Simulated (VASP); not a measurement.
A run of VASP 6.6.1:

The input POSCAR:

```
Au
1.0
    0.0000000000      2.0434331770      2.0434331770
    2.0434331770      0.0000000000      2.0434331770
    2.0434331770      2.0434331770      0.0000000000
Au
1
Direct
    0.0000000000      0.0000000000      0.0000000000
```

INCAR.step1

```
PREC = Accurate
ENCUT = 520
ISMEAR = -1
SIGMA = 0.1
LREAL = False
LASPH = True
NELM = 100
NBANDS = 12
GGA = PE
ALGO = Normal
EDIFF = 1E-4
LWAVE = True
LCHARG = False
```

INCAR.step2

```
PREC = Accurate
ENCUT = 520
EDIFF = 1E-6
ISMEAR = -1
SIGMA = 0.1
LREAL = False
LASPH = True
NELM = 100
ALGO = Normal
ISIF = 2
LWAVE = False
LCHARG = False
METAGGA = R2SCAN
LMIXTAU = True
NBANDS = 12
ISTART = 1
```

Contents of KPOINTS:

```
Automatic mesh
0
Gamma
  14 14 14
```

Potentials or basis: VASP PAW PBE potentials, release 64 (Au).

The run is started by

```bash
$ cat potpaw_PBE.64/Au/POTCAR > POTCAR
$ cp INCAR.step1 INCAR
$ mpirun -np 1 vasp_std > vasp.out
$ cp INCAR.step2 INCAR
$ mpirun -np 1 vasp_std > vasp.out
```

Hardware: 1 thread of Intel(R) Xeon(R) Platinum 8488C (Sapphire Rapids), with other jobs on the host.

Question: Estimate the wall time of this run.

Answer: Run time: 52 s on 1 thread of Intel(R) Xeon(R) Platinum 8488C (Sapphire Rapids) (shared host), peak memory 0.16 GiB. Counts: k points 104.
